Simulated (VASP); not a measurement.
## TaN: single point with LDA

The system is TaN.

```
CELL_PARAMETERS angstrom
5.12509 0.00000 0.00000
-2.56254 4.43846 0.00000
0.00000 0.00000 2.86250
ATOMIC_POSITIONS crystal
Ta 0.33333 0.66667 0.50000
Ta 0.66667 0.33333 0.50000
Ta 0.00000 0.00000 0.00000
N 0.39369 0.00000 0.00000
N 0.60631 0.60631 0.00000
N 0.00000 0.39369 0.00000
```

| Quantity | Value |
| --- | --- |
| Program | VASP 6.6.1 |
| Task | single point |
| Functional | LDA |
| Potentials or basis | VASP PAW LDA potentials, release 64 (Ta_pv, N) |
| Cutoff | 520 eV |
| k mesh | 5 × 5 × 8 |
| Occupations | fermi-dirac, width 0.1 eV |
| Spin | no spin polarisation |

```
Pressure               : 7.0 GPa
Largest force          : 0.021 eV/Å
Band gap on the k mesh : zero (bands 24 and 25 overlap by 3.24 eV)
```

Forces in eV/Å, atoms in the order of the input:
```
Ta   0.000  0.000  0.000
Ta   0.000  0.000  0.000
Ta   0.000  0.000  0.000
N    0.021  0.000  0.000
N   -0.010 -0.018  0.000
N   -0.010  0.018  0.000
```

Levels at points of the mesh, in eV from the Fermi level:
| k point | band 21 | band 22 | band 23 | band 24 | band 25 | band 26 | band 27 | band 28 |
| --- | --- | --- | --- | --- | --- | --- | --- | --- |
| (0.00, 0.00, 0.00) | -4.49 | -3.48 | -2.13 | -1.12 | -1.12 | 0.45 | 0.45 | 1.77 |
| (0.00, 0.00, 0.50) | -4.50 | -3.14 | -3.14 | 1.86 | 1.86 | 2.04 | 2.18 | 2.18 |

Wall time 26 s on 1 thread of Intel(R) Xeon(R) 6975P-C (Granite Rapids), with other jobs on the host, peak memory 0.18 GiB.

Caveat: the cell stands under pressure; spin-orbit coupling is left out, which moves the levels of the heavy elements.
